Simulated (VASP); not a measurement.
# NaF (I4/mmm) in VASP: notebook, part 2 of 2

VASP 6.6.1. The steps go on from the part before.

**3. Single point, PBEsol (strain +0.050 along x and y, -0.025 along z)**

File INCAR:

```
SYSTEM = NaF
PREC = Accurate ; ENCUT = 520
EDIFF = 1E-6 ; ISMEAR = 0
SIGMA = 0.05 ; LREAL = .False.
LASPH = .True. ; NELM = 100
ALGO = Normal ; ISIF = 2
LWAVE = .False. ; LCHARG = .False.
GGA = PS ; NBANDS = 14
```

File KPOINTS:

```
Automatic mesh
0
Gamma
  8 8 8
  0 0 0
```

File POSCAR:

```
NaF
1.0
    0.0000000000      2.4394650000      2.2652175000
    2.4394650000      0.0000000000      2.2652175000
    2.4394650000      2.4394650000      0.0000000000
Na F
1 1
Direct
    0.0000000000      0.0000000000      0.0000000000
    0.5000000000      0.5000000000      0.5000000000
```

Potentials or basis: VASP PAW PBE potentials, release 64 (Na_pv, F).

Started as:

```bash
$ cat potpaw_PBE.64/Na_pv/POTCAR potpaw_PBE.64/F/POTCAR > POTCAR
$ mpirun -np 1 vasp_std > vasp.out
```

OUTCAR:

```text
SYSTEM = NaF
   PREC = Accurate
   ENCUT = 520
   EDIFF = 1E-6
   ISMEAR = 0
   LREAL = .False.
   LASPH = .True.
   NELM = 100
   ISIF = 2
   GGA = PS

 ion  position               nearest neighbor table
   1  0.000  0.000  0.000-   2 2.27   2 2.27
   2  0.500  0.500  0.500-   1 2.27   1 2.27

  LATTYP: Found a body centered tetragonal cell.
 ALAT       =     3.4499244879
 C/A-ratio  =     1.3131983079

  Lattice vectors:

 A1 = (   0.0000000000,  -2.4394650000,  -2.2652175000)
 A2 = (   0.0000000000,   2.4394650000,  -2.2652175000)
 A3 = (   2.4394650000,   0.0000000000,   2.2652175000)

Analysis of symmetry for initial positions (statically):
=====================================================================
 Subroutine PRICEL returns:
 Original cell was already a primitive cell.

 Routine SETGRP: Setting up the symmetry group for a
 body centered tetragonal supercell.

 Subroutine GETGRP returns: Found 16 space group operations
 (whereof 16 operations were pure point group operations)
 out of a pool of 16 trial point group operations.

The static configuration has the point symmetry D_4h.

Analysis of symmetry for dynamics (positions and initial velocities):
=====================================================================
 Subroutine PRICEL returns:
 Original cell was already a primitive cell.

 Routine SETGRP: Setting up the symmetry group for a
 body centered tetragonal supercell.

 Subroutine GETGRP returns: Found 16 space group operations
 (whereof 16 operations were pure point group operations)
 out of a pool of 16 trial point group operations.

The dynamic configuration has the point symmetry D_4h.

 Subroutine INISYM returns: Found 16 space group operations
 (whereof 16 operations are pure point group operations),
 and found     1 'primitive' translations

----------------------------------------------------------------------------------------

                                     Primitive cell

  volume of cell :      26.9606

  direct lattice vectors                    reciprocal lattice vectors
     0.000000000  2.439465000  2.265217500    -0.204962973  0.204962973  0.220729356
     2.439465000  0.000000000  2.265217500     0.204962973 -0.204962973  0.220729356
     2.439465000  2.439465000  0.000000000     0.204962973  0.204962973 -0.220729356

  length of vectors
     3.328993813  3.328993813  3.449924488     0.364336506  0.364336506  0.364336506

  position of ions in fractional coordinates (direct lattice)
     0.000000000  0.000000000  0.000000000
     0.500000000  0.500000000  0.500000000

  ion indices of the primitive-cell ions
   primitive index   ion index
                 1           1
                 2           2

----------------------------------------------------------------------------------------

 KPOINTS: Automatic mesh

Automatic generation of k-mesh.
 Grid dimensions read from file:
 generate k-points for:    8    8    8

 Generating k-lattice:

  Cartesian coordinates                     Fractional coordinates (reciprocal lattice)
    -0.025620372  0.025620372  0.027591170     0.125000000  0.000000000  0.000000000
     0.025620372 -0.025620372  0.027591170     0.000000000  0.125000000  0.000000000
     0.025620372  0.025620372 -0.027591170    -0.000000000 -0.000000000  0.125000000

  Length of vectors
     0.045542063  0.045542063  0.045542063

  Shift w.r.t. Gamma in fractional coordinates (k-lattice)
     0.000000000  0.000000000  0.000000000

 Subroutine IBZKPT returns following result:
 ===========================================

 Found     59 irreducible k-points:

 Following reciprocal coordinates:
            Coordinates               Weight
  0.000000  0.000000  0.000000      1.000000
  0.125000 -0.000000  0.000000      8.000000
  0.250000 -0.000000  0.000000      8.000000
  0.375000 -0.000000  0.000000      8.000000
  0.500000 -0.000000  0.000000      4.000000
  0.125000  0.125000  0.000000      2.000000
[... 16 lines left out ...]
  0.250000 -0.000000  0.125000     16.000000
  0.375000  0.000000  0.125000     16.000000
 [... further k-points ...]
   k-points           NKPTS =     59   k-points in BZ     NKDIM =     59   number of bands    NBANDS=     14
   number of dos      NEDOS =    301   number of ions     NIONS =      2
   total plane-waves  NPLWV =  21952
   dimension x,y,z NGX =    28 NGY =   28 NGZ =   28
   dimension x,y,z NGXF=    56 NGYF=   56 NGZF=   56
   ions per type =               1   1
   NGX,Y,Z   is equivalent  to a cutoff of  13.98, 13.98, 13.49 a.u.
   NGXF,Y,Z  is equivalent  to a cutoff of  27.97, 27.97, 26.99 a.u.
 SYSTEM =  NaF
   PREC   = accura    normal or accurate (medium, high low for compatibility)
   ISTART =      0    job   : 0-new  1-cont  2-samecut
   ICHARG =      2    charge: 1-file 2-atom 10-const
   ISPIN  =      1    spin polarized calculation?
   LNONCOLLINEAR =      F non collinear calculations
   LSORBIT =      F    spin-orbit coupling
   LASPH  =      T    aspherical Exc in radial PAW
   ENCUT  =  520.0 eV  38.22 Ry    6.18 a.u.   6.19  6.19  6.41*2*pi/ulx,y,z
   NELM   =    100;   NELMIN=  2; NELMDL= -5     # of ELM steps
   EDIFF  = 0.1E-05   stopping-criterion for ELM
   LREAL  =      F    real-space projection
   EDIFFG = 0.1E-04   stopping-criterion for IOM
   NSW    =      0    number of steps for IOM
   IBRION =     -1    ionic relax: 0-MD 1-quasi-New 2-CG
   NFREE  =      0    steps in history (QN), initial steepest desc. (CG)
   ISIF   =      2    stress and relaxation
   ISYM   =      2    0-nonsym 1-usesym 2-fastsym
   POTIM  = 0.5000    time-step for ionic-motion
   TEBEG  =    0.0;   TEEND  =   0.0 temperature during run
   PSTRESS=    0.0 pullay stress
   NELECT =      14.0000    total number of electrons
   NUPDOWN=      -1.0000    fix difference up-down
   EMIN   =  10.00;   EMAX   =-10.00  energy-range for DOS
   EFERMI =   0.00;   METHOD = LEGACY
   ISMEAR =     0;   SIGMA  =   0.05  broadening in eV -4-tet -1-fermi 0-gaus
   EFERMI_NEDOS =   21; number of points for ismear=-14 and -15
   IALGO  =     38    algorithm
   IMIX   =      4    mixing-type and parameters
     AMIX     =   0.40;   BMIX     =  1.00
     AMIX_MAG =   1.60;   BMIX_MAG =  1.00
  volume/ion in A,a.u.               =      13.48        90.97
  Fermi-wavevector in a.u.,A,eV,Ry     =   1.315854  2.486604 23.558115  1.731473
  Thomas-Fermi vector in A             =   2.446008
   LORBIT       =      0    0 simple, 1 ext, 2 COOP (PROOUT), +10 PAW based schemes
   GGA     = PS    functional components
   LHFCALC =     F    Hartree Fock is set to
   AEXX    =    0.0000 exact exchange contribution
   IVDW    =     0    specifies the selected vdW correction
   LEPSILON=     F    determine dielectric tensor
   LRPA    =     F    only Hartree local field effects (RPA)
 non-spin polarized calculation
 Gauss-broadening in eV      SIGMA  =   0.05
  energy-cutoff  :      520.00
  volume of cell :       26.96
 maximum number of plane-waves:       752
 NGX is ok and might be reduce to    28
   NGX = 13   NGY = 13   NGZ = 13

 number of electron      13.9999995 magnetization

 Free energy of the ion-electron system (eV)
  ---------------------------------------------------
  ext. energy  EPLUGINS =         0.00000000
  ---------------------------------------------------
  free energy    TOTEN  =        -8.72988289 eV

  energy without entropy =       -8.72988289  energy(sigma->0) =       -8.72988289

 E-fermi :  -2.1996     XC(G=0):  -8.9301

 val. band max:       -2.4929038789   @ k =   0.0000   0.0000   0.0000
 cond. band min:       3.2639177859   @ k =   0.0000   0.0000   0.0000
 fundamental gap:      5.7568216648
 Fermi energy:        -2.1996492621

 k-point     1 :       0.0000    0.0000    0.0000
  band No.  band energies     occupation
      1     -21.5048      2.00000
      2     -21.5048      2.00000
      3     -21.4810      2.00000
      4     -21.4345      2.00000
      5      -2.5144      2.00000
      6      -2.4929      2.00000
      7      -2.4929      2.00000
      8       3.2639      0.00000
      9      15.6715      0.00000
     10      15.6715      0.00000
     11      16.1671      0.00000
     12      18.3681      0.00000
     13      19.6070      0.00000
     14      21.6687      0.00000
[... 375 lines left out ...]
 k-point    24 :       0.3750    0.0000    0.1250
  band No.  band energies     occupation
      1     -21.9984      2.00000
      2     -21.5225      2.00000
      3     -21.5043      2.00000
      4     -20.8354      2.00000
      5      -3.6034      2.00000
      6      -2.7560      2.00000
      7      -2.6932      2.00000
      8       6.3363      0.00000
      9      10.8968      0.00000
     10      15.3357      0.00000
     11      16.6033      0.00000
     12      17.4857      0.00000
     13      20.6773      0.00000
     14      22.0580      0.00000

 [... further k-points ...]
[... 5 lines left out ...]
  --------------------------------------------------------------------------------------
  -------------------------------------------------------------------------------------
  Total       -0.7401815     -0.7401815      0.0088819      0.0000000      0.0000000      0.0000000
  in kB      -43.9865324    -43.9865324      0.5278189      0.0000000      0.0000000      0.0000000
  external PRESSURE =     -29.1484153 kB  Pullay stress =       0.0000000 kB

 VOLUME and BASIS-vectors are now :
 -----------------------------------------------------------------------------
  energy-cutoff  :      520.00
  volume of cell :       26.96
      direct lattice vectors                 reciprocal lattice vectors
     0.000000000  2.439465000  2.265217500    -0.204962973  0.204962973  0.220729356
     2.439465000  0.000000000  2.265217500     0.204962973 -0.204962973  0.220729356
     2.439465000  2.439465000  0.000000000     0.204962973  0.204962973 -0.220729356

 POSITION                                       TOTAL-FORCE (eV/Angst)
 -----------------------------------------------------------------------------------
      0.00000      0.00000      0.00000         0.000000     -0.000000      0.000000
      2.43947      2.43947      2.26522        -0.000000      0.000000      0.000000
 -----------------------------------------------------------------------------------
    total drift:                                0.000000      0.000000      0.000000

  FREE ENERGIE OF THE ION-ELECTRON SYSTEM (eV)
  ---------------------------------------------------
  free  energy   TOTEN  =        -8.7298828898 eV

  energy  without entropy=       -8.7298828898  energy(sigma->0) =       -8.72988289
```

OSZICAR:

```text
N       E                     dE             d eps       ncg     rms          rms(c)
DAV:   1     0.108039595131E+03    0.10804E+03   -0.77073E+03  1700   0.119E+03
DAV:   2    -0.403626336713E+01   -0.11208E+03   -0.10286E+03  1820   0.331E+02
DAV:   3    -0.948156801876E+01   -0.54453E+01   -0.54345E+01  2102   0.681E+01
DAV:   4    -0.952752489071E+01   -0.45957E-01   -0.45955E-01  1826   0.671E+00
DAV:   5    -0.952802181660E+01   -0.49693E-03   -0.49692E-03  2168   0.694E-01    0.496E+00
DAV:   6    -0.874694987235E+01    0.78107E+00   -0.27885E+00  2024   0.142E+01    0.189E+00
DAV:   7    -0.873019677073E+01    0.16753E-01   -0.30463E-02  1706   0.211E+00    0.105E+00
DAV:   8    -0.872938807450E+01    0.80870E-03   -0.28998E-02  1772   0.384E+00    0.160E-01
DAV:   9    -0.873000364975E+01   -0.61558E-03   -0.47452E-03  2120   0.662E-01    0.126E-01
DAV:  10    -0.872988464865E+01    0.11900E-03   -0.12754E-03  1856   0.344E-01    0.259E-02
DAV:  11    -0.872988198353E+01    0.26651E-05   -0.68814E-05  1958   0.144E-01    0.557E-03
DAV:  12    -0.872988288978E+01   -0.90624E-06   -0.64622E-06  1868   0.293E-02
   1 F= -.87298829E+01 E0= -.87298829E+01  d E =-.127057E-18
```

stdout:

```text
POSCAR found type information on POSCAR NaF
 POSCAR found :  2 types and       2 ions
 scaLAPACK will be used
 -----------------------------------------------------------------------------
|                                                                             |
|                                                                             |
|     You enforced a specific xc type in the INCAR file but a different       |
|     I HOPE YOU KNOW WHAT YOU ARE DOING!                                     |
|                                                                             |
 -----------------------------------------------------------------------------

 LDA part: xc-table for (Slater+PW92), standard interpolation
 POSCAR, INCAR and KPOINTS ok, starting setup
 FFT: planning ... GRIDC
 FFT: planning ... GRID_SOFT
 FFT: planning ... GRID
 WAVECAR not read
 entering main loop
```

Wall time 24 s (1 thread of AMD EPYC 7R43 (Zen 3), shared host); peak memory 0.12 GiB.

What came out:

```
Free energy            : -8.7299 eV
Pressure               : -2.9 GPa
Band gap on the k mesh : 5.76 eV, direct
```

Caveat: the cell differs from its parent crystal (strain +0.050 along x and y, -0.025 along z); the PAW data sets were made with another functional, which shifts forces and pressure a little.
